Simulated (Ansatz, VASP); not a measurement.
# One calculation of MnO2, two programs

```xyz
3
Lattice="2.8566 0.0000 0.0000 -1.4283 2.4739 0.0000 0.0000 0.0000 4.6014" Properties=species:S:1:pos:R:3 pbc="T T T"
Mn    0.0000    0.0000    2.3007
O     0.0000    1.6492    3.2499
O     1.4283    0.8246    1.3515
```

Alike in both runs: task relaxation of cell and atoms; functional RPBE; dispersion D3(BJ); k mesh 11 × 11 × 6; occupations fermi-dirac, width 0.05 eV; collinear spin.

|  | VASP | Ansatz |
| --- | --- | --- |
| version | VASP 6.6.1 | Ansatz 0.2.0 |
| potentials or method | VASP PAW PBE potentials, release 64 (Mn_pv, O) | Ansatz PAW |
| plane-wave cutoff (eV) | 600 | 420 |
| valence electrons in the cell | 25 | 27 |

Ansatz gave:

```
gap on the k mesh at the Fermi level, each at its own relaxed structure (eV) : 1.01
net moment per atom (μB)                                                     : 1.00
size of the moment on the site where the two differ most (μB)                : 2.52
relaxed volume (Å³/atom)                                                     : 10.84
relaxed cell length with the largest relative difference (Å)                 : 4.625
```

Question: What did VASP give for the same quantities?

Answer: gap on the k mesh at the Fermi level, each at its own relaxed structure (eV): 0.97; net moment per atom (μB): 1.00; size of the moment on the site where the two differ most (μB): 2.86; relaxed volume (Å³/atom): 10.71; relaxed cell length with the largest relative difference (Å): 4.561.

VASP's potentials were made for PBE, not for RPBE. Site moments also hang on the region over which each program counts them. VASP's potentials hold 25 valence electrons a cell and Ansatz's 27, so a difference there can come from the potentials and not from the codes.

Noted on Ansatz's run: odd divisions of the mesh miss points on the zone boundary, where band edges often lie, so the gap on the mesh can be too wide; the plane-wave basis is chosen anew once the cell has moved, so the energies of steps on either side of that aren't comparable.
